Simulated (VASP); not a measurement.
# Ba3SbP (P1) in VASP: further runs

Runs on Ba3SbP. Level: PBEsol. Tasks: single point.

Everything below comes from runs of VASP 6.6.1. Logs are shortened: lines on timing, memory, paths and dates and some standing lists are left out, and cuts for length are marked.

**1. The cell of the first run**

The typed cell holds 5 atoms: a = 6.121 Å, b = 6.036 Å, c = 6.000 Å, α = 88.69°, β = 90.41°, γ = 91.06°.

**2. Single point, PBEsol**

Input file INCAR:

```
SYSTEM = Ba3SbP
  ALGO = Normal
  EDIFF = 1E-7
  ENCUT = 520
  GGA = PS
  ISIF = 2
  ISMEAR = 0
  LASPH = .True.
  LCHARG = .False.
  LREAL = .False.
  LWAVE = .False.
  NBANDS = 28
  NELM = 60
  PREC = Accurate
  SIGMA = 0.01
```

Input file KPOINTS:

```
k-points
0
Gamma
  2 2 2
  0 0 0
```

Input file POSCAR:

```
Ba3SbP
1.0
    6.1210141713     -0.0562758930     -0.0213243405
   -0.0562758930      6.0350479278      0.0684655090
   -0.0213243405      0.0684655090      5.9996371433
Ba Sb P
3 1 1
Direct
    0.9956900000      0.5025800000      0.4937000000
    0.5029600000      0.9957200000      0.5031200000
    0.4998000000      0.4980700000      0.0023200000
    0.0021300000      0.9998100000      0.9956200000
    0.4995700000      0.5018200000      0.4924200000
```

Potentials or basis: VASP PAW PBE potentials, release 64 (Ba_sv, Sb, P).

On the command line:

```sh
> cat potpaw_PBE.64/Ba_sv/POTCAR potpaw_PBE.64/Sb/POTCAR potpaw_PBE.64/P/POTCAR > POTCAR
> mpirun -np 1 vasp_std > vasp.out
```

OUTCAR:

```text
SYSTEM = Ba3SbP
   EDIFF = 1E-7
   ENCUT = 520
   GGA = PS
   ISIF = 2
   ISMEAR = 0
   LASPH = .True.
   LREAL = .False.
   NELM = 60
   PREC = Accurate

 ion  position               nearest neighbor table
   1  0.996  0.503  0.494-   5 3.04   5 3.08   4 4.19   3 4.22   4 4.23   2 4.26   2 4.26   2 4.28
                             3 4.28   3 4.32   3 4.32   2 4.40
   2  0.503  0.996  0.503-   5 2.98   5 3.05   3 4.19   3 4.22   4 4.24   1 4.26   1 4.26   1 4.28
                             3 4.30   3 4.31   1 4.40
   3  0.500  0.498  0.002-   5 2.94   5 3.06   2 4.19   1 4.22   2 4.22   4 4.24   1 4.28   2 4.30
                             2 4.31   1 4.32   1 4.32
   4  0.002  1.000  0.996-   1 4.19   1 4.23   2 4.24   3 4.24
   5  0.500  0.502  0.492-   3 2.94   2 2.98   1 3.04   2 3.05   3 3.06   1 3.08

  LATTYP: Found a triclinic cell.
 ALAT       =     6.0356986334
 B/A-ratio  =     1.3938887520
 C/A-ratio  =     1.7349524928
 COS(alpha) =     0.0000639566
 COS(beta)  =     0.5785935101
 COS(gamma) =     0.7011672911

  Lattice vectors:

 A1 = (   0.0562758930,  -6.0350479278,  -0.0684655090)
 A2 = (   0.0349515525,  -5.9665824188,   5.9311716343)
 A3 = (  -6.0434139378,  -6.0472375438,  -6.0467783118)

Analysis of symmetry for initial positions (statically):
=====================================================================
 Subroutine PRICEL returns:
 Original cell was already a primitive cell.

 Routine SETGRP: Setting up the symmetry group for a
 triclinic supercell.

 Subroutine GETGRP returns: Found  1 space group operations
 (whereof  1 operations were pure point group operations)
 out of a pool of  2 trial point group operations.

The static configuration has the point symmetry C_1 .

Analysis of symmetry for dynamics (positions and initial velocities):
=====================================================================
 Subroutine PRICEL returns:
 Original cell was already a primitive cell.

 Routine SETGRP: Setting up the symmetry group for a
 triclinic supercell.

 Subroutine GETGRP returns: Found  1 space group operations
 (whereof  1 operations were pure point group operations)
 out of a pool of  2 trial point group operations.

The dynamic configuration has the point symmetry C_1 .

 Subroutine INISYM returns: Found  1 space group operations
 (whereof  1 operations are pure point group operations),
 and found     1 'primitive' translations

----------------------------------------------------------------------------------------

                                     Primitive cell

  volume of cell :     221.5800

  direct lattice vectors                    reciprocal lattice vectors
     6.121014171 -0.056275893 -0.021324341     0.163387531  0.001517172  0.000563410
    -0.056275893  6.035047928  0.068465509     0.001517172  0.165734309 -0.001885903
    -0.021324341  0.068465509  5.999637143     0.000563410 -0.001885903  0.166700270

  length of vectors
     6.121310006  6.035698633  6.000065675     0.163395547  0.165751982  0.166711890

  position of ions in fractional coordinates (direct lattice)
     0.995690000  0.502580000  0.493700000
     0.502960000  0.995720000  0.503120000
     0.499800000  0.498070000  0.002320000
     0.002130000  0.999810000  0.995620000
     0.499570000  0.501820000  0.492420000

  ion indices of the primitive-cell ions
   primitive index   ion index
                 1           1
                 2           2
                 3           3
                 4           4
                 5           5

----------------------------------------------------------------------------------------

 KPOINTS: k-points

Automatic generation of k-mesh.
 Grid dimensions read from file:
 generate k-points for:    2    2    2

 Generating k-lattice:

  Cartesian coordinates                     Fractional coordinates (reciprocal lattice)
     0.081693766  0.000758586  0.000281705     0.500000000 -0.000000000  0.000000000
     0.000758586  0.082867155 -0.000942951    -0.000000000  0.500000000 -0.000000000
     0.000281705 -0.000942951  0.083350135     0.000000000  0.000000000  0.500000000

  Length of vectors
     0.081697773  0.082875991  0.083355945

  Shift w.r.t. Gamma in fractional coordinates (k-lattice)
     0.000000000  0.000000000  0.000000000

 Subroutine IBZKPT returns following result:
 ===========================================

 Found      8 irreducible k-points:

 Following reciprocal coordinates:
            Coordinates               Weight
  0.000000  0.000000  0.000000      1.000000
  0.500000 -0.000000  0.000000      1.000000
  0.000000  0.500000 -0.000000      1.000000
  0.500000  0.500000  0.000000      1.000000
  0.000000  0.000000  0.500000      1.000000
  0.500000  0.000000  0.500000      1.000000
  0.000000  0.500000  0.500000      1.000000
  0.500000  0.500000  0.500000      1.000000
   k-points           NKPTS =      8   k-points in BZ     NKDIM =      8   number of bands    NBANDS=     28
   number of dos      NEDOS =    301   number of ions     NIONS =      5
   total plane-waves  NPLWV = 110592
   dimension x,y,z NGX =    48 NGY =   48 NGZ =   48
   dimension x,y,z NGXF=    96 NGYF=   96 NGZF=   96
   ions per type =               3   1   1
   NGX,Y,Z   is equivalent  to a cutoff of  13.04, 13.22, 13.30 a.u.
   NGXF,Y,Z  is equivalent  to a cutoff of  26.07, 26.44, 26.60 a.u.
 SYSTEM =  Ba3SbP
   PREC   = accura    normal or accurate (medium, high low for compatibility)
   ISTART =      0    job   : 0-new  1-cont  2-samecut
   ICHARG =      2    charge: 1-file 2-atom 10-const
   ISPIN  =      1    spin polarized calculation?
   LNONCOLLINEAR =      F non collinear calculations
   LSORBIT =      F    spin-orbit coupling
   LASPH  =      T    aspherical Exc in radial PAW
   ENCUT  =  520.0 eV  38.22 Ry    6.18 a.u.  11.38 11.22 11.16*2*pi/ulx,y,z
   NELM   =     60;   NELMIN=  2; NELMDL= -5     # of ELM steps
   EDIFF  = 0.1E-06   stopping-criterion for ELM
   LREAL  =      F    real-space projection
   EDIFFG = 0.1E-05   stopping-criterion for IOM
   NSW    =      0    number of steps for IOM
   IBRION =     -1    ionic relax: 0-MD 1-quasi-New 2-CG
   NFREE  =      0    steps in history (QN), initial steepest desc. (CG)
   ISIF   =      2    stress and relaxation
   ISYM   =      2    0-nonsym 1-usesym 2-fastsym
   POTIM  = 0.5000    time-step for ionic-motion
   TEBEG  =    0.0;   TEEND  =   0.0 temperature during run
   PSTRESS=    0.0 pullay stress
   NELECT =      40.0000    total number of electrons
   NUPDOWN=      -1.0000    fix difference up-down
   EMIN   =  10.00;   EMAX   =-10.00  energy-range for DOS
   EFERMI =   0.00;   METHOD = LEGACY
   ISMEAR =     0;   SIGMA  =   0.01  broadening in eV -4-tet -1-fermi 0-gaus
   EFERMI_NEDOS =   21; number of points for ismear=-14 and -15
   IALGO  =     38    algorithm
   IMIX   =      4    mixing-type and parameters
     AMIX     =   0.40;   BMIX     =  1.00
     AMIX_MAG =   1.60;   BMIX_MAG =  1.00
  volume/ion in A,a.u.               =      44.32       299.06
  Fermi-wavevector in a.u.,A,eV,Ry     =   0.925233  1.748438 11.647361  0.856057
  Thomas-Fermi vector in A             =   2.051066
   LORBIT       =      0    0 simple, 1 ext, 2 COOP (PROOUT), +10 PAW based schemes
   GGA     = PS    functional components
   LHFCALC =     F    Hartree Fock is set to
   AEXX    =    0.0000 exact exchange contribution
   IVDW    =     0    specifies the selected vdW correction
   LEPSILON=     F    determine dielectric tensor
   LRPA    =     F    only Hartree local field effects (RPA)
 non-spin polarized calculation
 Gauss-broadening in eV      SIGMA  =   0.01
  energy-cutoff  :      520.00
  volume of cell :      221.58
 maximum number of plane-waves:      5976
 NGX is ok and might be reduce to    48
   NGX = 23   NGY = 23   NGZ = 23

 number of electron      39.9999999 magnetization

 Free energy of the ion-electron system (eV)
  ---------------------------------------------------
  ext. energy  EPLUGINS =         0.00000000
  ---------------------------------------------------
  free energy    TOTEN  =       -20.09517157 eV

  energy without entropy =      -20.09517157  energy(sigma->0) =      -20.09517157

 E-fermi :   2.4806     XC(G=0):  -8.0994

 val. band max:        2.4361586631   @ k =   0.0000   0.0000   0.0000
 cond. band min:       2.5396993834   @ k =   0.0000   0.0000   0.0000
 fundamental gap:      0.1035407203
 Fermi energy:         2.4806283706

 k-point     1 :       0.0000    0.0000    0.0000
  band No.  band energies     occupation
      1     -25.9281      2.00000
      2     -25.8550      2.00000
      3     -25.8120      2.00000
      4     -11.4297      2.00000
      5     -11.3807      2.00000
      6     -11.3623      2.00000
[... 20 lines left out ...]
     27       5.3669      0.00000
     28       5.5224      0.00000

 k-point     2 :       0.5000   -0.0000    0.0000
  band No.  band energies     occupation
      1     -25.9040      2.00000
      2     -25.8774      2.00000
      3     -25.8131      2.00000
      4     -11.3307      2.00000
      5     -11.2979      2.00000
      6     -11.2325      2.00000
[... 20 lines left out ...]
     27       4.7631      0.00000
     28       5.5370      0.00000

 k-point     3 :       0.0000    0.5000   -0.0000
  band No.  band energies     occupation
      1     -25.9122      2.00000
      2     -25.8604      2.00000
      3     -25.8217      2.00000
      4     -11.3156      2.00000
      5     -11.2850      2.00000
      6     -11.2636      2.00000
[... 20 lines left out ...]
     27       4.7632      0.00000
     28       5.5801      0.00000

 k-point     4 :       0.5000    0.5000    0.0000
  band No.  band energies     occupation
      1     -25.9038      2.00000
      2     -25.8602      2.00000
      3     -25.8295      2.00000
      4     -11.6150      2.00000
      5     -11.3409      2.00000
      6     -11.1595      2.00000
[... 20 lines left out ...]
     27       5.4137      0.00000
     28       5.4191      0.00000

 k-point     5 :       0.0000    0.0000    0.5000
  band No.  band energies     occupation
      1     -25.9155      2.00000
      2     -25.8499      2.00000
      3     -25.8288      2.00000
      4     -11.3258      2.00000
      5     -11.2854      2.00000
      6     -11.2550      2.00000
[... 20 lines left out ...]
     27       4.7507      0.00000
     28       5.5999      0.00000

 k-point     6 :       0.5000    0.0000    0.5000
  band No.  band energies     occupation
      1     -25.9037      2.00000
      2     -25.8609      2.00000
      3     -25.8287      2.00000
      4     -11.6191      2.00000
      5     -11.3382      2.00000
      6     -11.1574      2.00000
[... 20 lines left out ...]
     27       5.4005      0.00000
     28       5.4346      0.00000

 k-point     7 :       0.0000    0.5000    0.5000
  band No.  band energies     occupation
      1     -25.9043      2.00000
      2     -25.8606      2.00000
      3     -25.8282      2.00000
      4     -11.6450      2.00000
      5     -11.3381      2.00000
      6     -11.1804      2.00000
[... 20 lines left out ...]
     27       5.3774      0.00000
     28       5.4695      0.00000

 k-point     8 :       0.5000    0.5000    0.5000
  band No.  band energies     occupation
      1     -25.9035      2.00000
      2     -25.8603      2.00000
      3     -25.8281      2.00000
      4     -11.9344      2.00000
      5     -11.3473      2.00000
      6     -11.3314      2.00000
[... 20 lines left out ...]
     27       4.7307      0.00000
     28       6.0068      0.00000

------------------------ aborting loop because EDIFF is reached ----------------------------------------

  FORCE on cell =-STRESS in cart. coord.  units (eV):
  Direction    XX          YY          ZZ          XY          YZ          ZX
  --------------------------------------------------------------------------------------
  -------------------------------------------------------------------------------------
  Total       -0.5739340      0.6754101      1.5878491      0.2672475     -0.2765644      0.1125021
  in kB       -4.1499411      4.8836842     11.4812519      1.9323852     -1.9997524      0.8134680
  external PRESSURE =       4.0716650 kB  Pullay stress =       0.0000000 kB

 VOLUME and BASIS-vectors are now :
 -----------------------------------------------------------------------------
  energy-cutoff  :      520.00
  volume of cell :      221.58
      direct lattice vectors                 reciprocal lattice vectors
     6.121014171 -0.056275893 -0.021324341     0.163387531  0.001517172  0.000563410
    -0.056275893  6.035047928  0.068465509     0.001517172  0.165734309 -0.001885903
    -0.021324341  0.068465509  5.999637143     0.000563410 -0.001885903  0.166700270

 POSITION                                       TOTAL-FORCE (eV/Angst)
 -----------------------------------------------------------------------------------
      6.05582      3.01086      2.97520         0.141330     -0.027343      0.095633
      3.01186      6.01536      3.07598        -0.022961      0.124909      0.286004
      3.03120      2.97791      0.03736        -0.076421     -0.129678     -0.173663
     -0.06446      6.10195      6.04177         0.010299      0.023585     -0.115476
      3.01913      3.03411      2.97805        -0.052247      0.008527     -0.092498
 -----------------------------------------------------------------------------------
    total drift:                               -0.000028      0.000061      0.000034

  FREE ENERGIE OF THE ION-ELECTRON SYSTEM (eV)
  ---------------------------------------------------
  free  energy   TOTEN  =       -20.0951715741 eV

  energy  without entropy=      -20.0951715741  energy(sigma->0) =      -20.09517157
```

Run time: 88 s. Hardware: 1 thread of AMD EPYC 7R13, shared host; peak memory 0.31 GiB.

Results:

* Free energy: -20.0952 eV
* Pressure: 0.4 GPa
* Largest force: 0.313 eV/Å
* Band gap on the k mesh: 0.10 eV

Forces on the atoms (eV/Å):
```
Ba   0.141 -0.027  0.096
Ba  -0.023  0.125  0.286
Ba  -0.076 -0.130 -0.174
Sb   0.010  0.024 -0.115
P   -0.052  0.009 -0.092
```

Stress tensor (GPa, compression positive):
```
-0.41  0.19  0.08
 0.19  0.49 -0.20
 0.08 -0.20  1.15
```

Caveat: the k points lie up to 0.52 Å⁻¹ apart; semilocal functionals underestimate gaps, and a narrow one can read as zero; the PAW data sets were made with another functional, which shifts forces and pressure a little; spin-orbit coupling is left out, which moves the levels of the heavy elements. A k mesh can miss the band edges.

**3. Single point, PBEsol**

This run uses another cell than the first one, of 44.54 Å³/atom.

Input file INCAR:

```
PREC = Accurate ; ENCUT = 520
EDIFF = 1E-6 ; ISMEAR = 0
SIGMA = 0.01 ; LREAL = F
LASPH = T ; NELM = 100
ALGO = Normal ; ISIF = 2
LWAVE = F ; LCHARG = F
GGA = PS ; NBANDS = 28
```

Input file KPOINTS:

```
Automatic mesh
0
Gamma
  2 2 2
```

POSCAR, as its differences from that of step 2:

```diff
@@ -2,5 +2,5 @@
 1.0
-    6.1210141713     -0.0562758930     -0.0213243405
-   -0.0562758930      6.0350479278      0.0684655090
-   -0.0213243405      0.0684655090      5.9996371433
+    6.1312500000     -0.0563700000     -0.0213600000
+   -0.0563700000      6.0451400000      0.0685800000
+   -0.0213600000      0.0685800000      6.0096700000
 Ba Sb P
```

Potentials or basis: VASP PAW PBE potentials, release 64 (Ba_sv, Sb, P).

On the command line:

```sh
> cat potpaw_PBE.64/Ba_sv/POTCAR potpaw_PBE.64/Sb/POTCAR potpaw_PBE.64/P/POTCAR > POTCAR
> mpirun -np 1 vasp_std > vasp.out
```

Wall time 76 s (1 thread of AMD EPYC 7R13, shared host); peak memory 0.31 GiB.

The run converged. Its results:

```yaml
Free_energy: -20.0975 eV
Pressure: 0.3 GPa
Largest_force: 0.304 eV/Å
Band_gap_on_the_k_mesh: 0.10 eV
```

Forces in eV/Å, atoms in the order of the input:
```
Ba   0.140 -0.026  0.093
Ba  -0.023  0.123  0.277
Ba  -0.075 -0.125 -0.173
Sb   0.009  0.023 -0.113
P   -0.052  0.005 -0.084
```

Stress tensor (GPa, compression positive):
```
-0.55  0.19  0.08
 0.19  0.35 -0.20
 0.08 -0.20  0.99
```

Levels at points of the mesh, in eV from the valence-band top:
| k point | band 17 | band 18 | band 19 | band 20 | band 21 | band 22 | band 23 | band 24 |
| --- | --- | --- | --- | --- | --- | --- | --- | --- |
| (0.00, 0.00, 0.00) | -0.56 | -0.11 | -0.06 | 0.00 | 0.10 | 0.26 | 0.31 | 0.32 |
| (0.50, 0.00, 0.00) | -0.84 | -0.80 | -0.69 | -0.62 | 0.61 | 1.24 | 1.29 | 1.87 |
| (0.00, 0.50, 0.00) | -0.88 | -0.83 | -0.81 | -0.65 | 0.62 | 1.19 | 1.32 | 1.99 |
| (0.50, 0.50, 0.00) | -1.27 | -1.20 | -1.02 | -0.96 | 1.67 | 1.70 | 1.83 | 1.93 |
| (0.00, 0.00, 0.50) | -0.89 | -0.84 | -0.83 | -0.72 | 0.63 | 1.19 | 1.31 | 2.04 |
| (0.50, 0.00, 0.50) | -1.25 | -1.21 | -1.03 | -1.02 | 1.66 | 1.68 | 1.85 | 1.95 |
| (0.00, 0.50, 0.50) | -1.26 | -1.18 | -1.15 | -1.06 | 1.64 | 1.67 | 1.89 | 1.93 |
| (0.50, 0.50, 0.50) | -2.67 | -0.88 | -0.85 | -0.83 | 1.29 | 1.47 | 1.52 | 1.63 |

Caveat: the k points lie up to 0.52 Å⁻¹ apart; semilocal functionals underestimate gaps, and a narrow one can read as zero; the PAW data sets were made with another functional, which shifts forces and pressure a little; spin-orbit coupling is left out, which moves the levels of the heavy elements.
